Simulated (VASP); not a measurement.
# HfB (Fm-3m) in VASP: a series of runs, part 3 of 3

VASP 6.6.1. The steps go on from the part before.

**5. Single point, PBEsol**

This run uses another cell than the first one, of 12.82 Å³/atom, 1.130 times its volume.

INCAR reads:

```
SYSTEM = HfB
PREC = Accurate
ENCUT = 520
EDIFF = 1E-7
ISMEAR = 0
SIGMA = 0.05
LREAL = .FALSE.
LASPH = .TRUE.
NELM = 80
ALGO = Normal
ISIF = 2
LWAVE = .FALSE.
LCHARG = .TRUE.
GGA = PS
LELF = .TRUE.
LVHAR = .TRUE.
NBANDS = 14
```

KPOINTS reads:

```
Automatic mesh
0
G
  11 11 11
  0 0 0
```

POSCAR reads:

```
HfB
1.0
    0.0000000000      2.3403982228      2.3403982228
    2.3403982228      0.0000000000      2.3403982228
    2.3403982228      2.3403982228      0.0000000000
Hf B
1 1
Direct
    0.5000000000      0.5000000000      0.5000000000
    0.0000000000      0.0000000000      0.0000000000
```

Potentials or basis: VASP PAW PBE potentials, release 64 (Hf_pv, B).

Started as:

```sh
cat potpaw_PBE.64/Hf_pv/POTCAR potpaw_PBE.64/B/POTCAR > POTCAR
mpirun -np 1 vasp_std > vasp.out
```

OUTCAR:

```text
SYSTEM = HfB
   PREC = Accurate
   ENCUT = 520
   EDIFF = 1E-7
   ISMEAR = 0
   LREAL = .FALSE.
   LASPH = .TRUE.
   NELM = 80
   ISIF = 2
   GGA = PS

 ion  position               nearest neighbor table
   1  0.500  0.500  0.500-   2 2.34   2 2.34   2 2.34   2 2.34   2 2.34   2 2.34
   2  0.000  0.000  0.000-   1 2.34   1 2.34   1 2.34   1 2.34   1 2.34   1 2.34

  LATTYP: Found a face centered cubic cell.
 ALAT       =     4.6807964456

  Lattice vectors:

 A1 = (   0.0000000000,   2.3403982228,   2.3403982228)
 A2 = (   2.3403982228,   0.0000000000,   2.3403982228)
 A3 = (   2.3403982228,   2.3403982228,   0.0000000000)

Analysis of symmetry for initial positions (statically):
=====================================================================
 Subroutine PRICEL returns:
 Original cell was already a primitive cell.

 Routine SETGRP: Setting up the symmetry group for a
 face centered cubic supercell.

 Subroutine GETGRP returns: Found 48 space group operations
[... 9 lines left out ...]

 Routine SETGRP: Setting up the symmetry group for a
 face centered cubic supercell.

 Subroutine GETGRP returns: Found 48 space group operations
[... 11 lines left out ...]
                                     Primitive cell

  volume of cell :      25.6389

  direct lattice vectors                    reciprocal lattice vectors
     0.000000000  2.340398223  2.340398223    -0.213638856  0.213638856  0.213638856
     2.340398223  0.000000000  2.340398223     0.213638856 -0.213638856  0.213638856
     2.340398223  2.340398223  0.000000000     0.213638856  0.213638856 -0.213638856

  length of vectors
     3.309822908  3.309822908  3.309822908     0.370033354  0.370033354  0.370033354

  position of ions in fractional coordinates (direct lattice)
     0.500000000  0.500000000  0.500000000
     0.000000000  0.000000000  0.000000000

  ion indices of the primitive-cell ions
   primitive index   ion index
                 1           1
                 2           2

----------------------------------------------------------------------------------------

 KPOINTS: Automatic mesh

Automatic generation of k-mesh.
 Grid dimensions read from file:
 generate k-points for:   11   11   11

[... 95 lines left out ...]
 Gauss-broadening in eV      SIGMA  =   0.05
  energy-cutoff  :      520.00
  volume of cell :       25.64
 maximum number of plane-waves:       701
 NGX is ok and might be reduce to    28
   NGX = 13   NGY = 13   NGZ = 13

 number of electron      13.0000001 magnetization

 Free energy of the ion-electron system (eV)
  ---------------------------------------------------
  ext. energy  EPLUGINS =         0.00000000
  ---------------------------------------------------
  free energy    TOTEN  =       -18.32238086 eV

  energy without entropy =      -18.32042605  energy(sigma->0) =      -18.32140345

 E-fermi :   4.8115     XC(G=0): -12.2176

 val. band max:        4.7832869268   @ k =   0.2727   0.1818   0.0000
 cond. band min:       4.8302163830   @ k =  -0.3636   0.3636   0.0000
 fundamental gap:      0.0469294562
 Fermi energy:         4.8114997916

 k-point     1 :       0.0000    0.0000    0.0000
  band No.  band energies     occupation
      1     -23.7061      2.00000
      2     -23.7061      2.00000
      3     -23.7061      2.00000
      4      -4.6904      2.00000
      5       6.8626      0.00000
      6       6.8626      0.00000
      7       6.8626      0.00000
      8       8.6288      0.00000
      9       8.6288      0.00000
     10       8.6288      0.00000
     11       8.7982      0.00000
     12       8.7982      0.00000
     13      16.2497      0.00000
     14      17.1918      0.00000
[... 377 lines left out ...]
      1     -24.0611      2.00000
      2     -23.8521      2.00000
      3     -23.7363      2.00000
      4      -2.5342      2.00000
      5       3.2703      2.00000
      6       4.2146      2.00000
      7       4.3045      2.00000
      8       8.1759      0.00000
      9      10.3443      0.00000
     10      10.8418      0.00000
     11      12.4394      0.00000
     12      16.6226      0.00000
     13      17.3535      0.00000
     14      19.6838      0.00000

 [... further k-points ...]

------------------------ aborting loop because EDIFF is reached ----------------------------------------

  FORCE on cell =-STRESS in cart. coord.  units (eV):
  Direction    XX          YY          ZZ          XY          YZ          ZX
  --------------------------------------------------------------------------------------
  -------------------------------------------------------------------------------------
  Total        2.3199714      2.3199714      2.3199714      0.0000000      0.0000000     -0.0000000
  in kB      144.9752772    144.9752772    144.9752772      0.0000000      0.0000000     -0.0000000
  external PRESSURE =     144.9752772 kB  Pullay stress =       0.0000000 kB

 VOLUME and BASIS-vectors are now :
 -----------------------------------------------------------------------------
  energy-cutoff  :      520.00
  volume of cell :       25.64
      direct lattice vectors                 reciprocal lattice vectors
     0.000000000  2.340398223  2.340398223    -0.213638856  0.213638856  0.213638856
     2.340398223  0.000000000  2.340398223     0.213638856 -0.213638856  0.213638856
     2.340398223  2.340398223  0.000000000     0.213638856  0.213638856 -0.213638856

 POSITION                                       TOTAL-FORCE (eV/Angst)
 -----------------------------------------------------------------------------------
      2.34040      2.34040      2.34040        -0.000000     -0.000000     -0.000000
      0.00000      0.00000      0.00000         0.000000      0.000000      0.000000
 -----------------------------------------------------------------------------------
    total drift:                                0.000000      0.000000      0.000000

  FREE ENERGIE OF THE ION-ELECTRON SYSTEM (eV)
  ---------------------------------------------------
  free  energy   TOTEN  =       -18.3223808622 eV

  energy  without entropy=      -18.3204260466  energy(sigma->0) =      -18.32140345
```

stdout:

```text
POSCAR found type information on POSCAR HfB
 POSCAR found :  2 types and       2 ions
 scaLAPACK will be used
 -----------------------------------------------------------------------------
|                                                                             |
|                                                                             |
|     You enforced a specific xc type in the INCAR file but a different       |
|     I HOPE YOU KNOW WHAT YOU ARE DOING!                                     |
|                                                                             |
 -----------------------------------------------------------------------------

 LDA part: xc-table for (Slater+PW92), standard interpolation
 POSCAR, INCAR and KPOINTS ok, starting setup
 FFT: planning ... GRIDC
 FFT: planning ... GRID_SOFT
 FFT: planning ... GRID
 WAVECAR not read
 entering main loop
```

Wall time 29 s (1 thread of Intel Xeon Platinum 8259CL at 2.50GHz (Skylake/Cascade Lake), shared host); peak memory 0.17 GiB.

What came out:

```yaml
Free_energy: -18.3224 eV
Pressure: 14.5 GPa
```

Caveat: the PAW data sets were made with another functional, which shifts forces and pressure a little; spin-orbit coupling is left out, which moves the levels of the heavy elements.

**6. Single point, PBEsol**

This run uses another cell than the first one, of 13.31 Å³/atom, 1.174 times its volume.

INCAR reads:

```
SYSTEM = HfB
PREC = Accurate
ENCUT = 520
EDIFF = 1E-7
ISMEAR = 0
SIGMA = 0.05
LREAL = .False.
LASPH = .True.
NELM = 100
ALGO = Normal
ISIF = 2
LWAVE = .False.
LCHARG = .False.
GGA = PS
NBANDS = 14
```

KPOINTS reads:

```
Automatic mesh
0
Gamma
  11 11 11
  0 0 0
```

POSCAR reads:

```
HfB
1.0
    0.0000000000      2.3700266621      2.3700266621
    2.3700266621      0.0000000000      2.3700266621
    2.3700266621      2.3700266621      0.0000000000
Hf B
1 1
Direct
    0.5000000000      0.5000000000      0.5000000000
    0.0000000000      0.0000000000      0.0000000000
```

Potentials or basis: VASP PAW PBE potentials, release 64 (Hf_pv, B).

Started as:

```sh
cat potpaw_PBE.64/Hf_pv/POTCAR potpaw_PBE.64/B/POTCAR > POTCAR
mpirun -np 1 vasp_std > vasp.out
```

Wall time 27 s (1 thread of Intel Xeon Platinum 8259CL at 2.50GHz (Skylake/Cascade Lake), shared host); peak memory 0.17 GiB.

It converged, with:

```
Free energy : -18.3856 eV
Pressure    : 6.2 GPa
```

Levels at points of the mesh, in eV from the Fermi level:
```
           k point  band 4  band 5  band 6  band 7  band 8  band 9  band 10  band 11
(0.00, 0.00, 0.00)   -9.38    2.01    2.01    2.01    3.71    3.71     3.71     3.84
```

Caveat: the PAW data sets were made with another functional, which shifts forces and pressure a little; spin-orbit coupling is left out, which moves the levels of the heavy elements.

**7. Summary**

```tsv
cell	gap on the mesh (eV)	pressure (GPa)
a = 3.177 Å, angles 60.0°, 2 atoms	none	50.8
a = 3.223 Å, angles 60.0°, 2 atoms	none	36.4
a = 3.267 Å, angles 60.0°, 2 atoms	none	24.4
a = 3.310 Å, angles 60.0°, 2 atoms	none	14.5
a = 3.352 Å, angles 60.0°, 2 atoms	none	6.2
```

Alike in all rows: task single point; level PBEsol; potentials or basis VASP PAW PBE potentials, release 64 (Hf_pv, B); no spin polarisation; k mesh 11 × 11 × 11; cutoff (eV) 520; smearing gaussian 0.05 eV.

Caveats: the PAW data sets were made with another functional, which shifts forces and pressure a little; spin-orbit coupling is left out, which moves the levels of the heavy elements.

Total energies depend on the potentials used, so only differences within one code and one set of settings carry meaning.
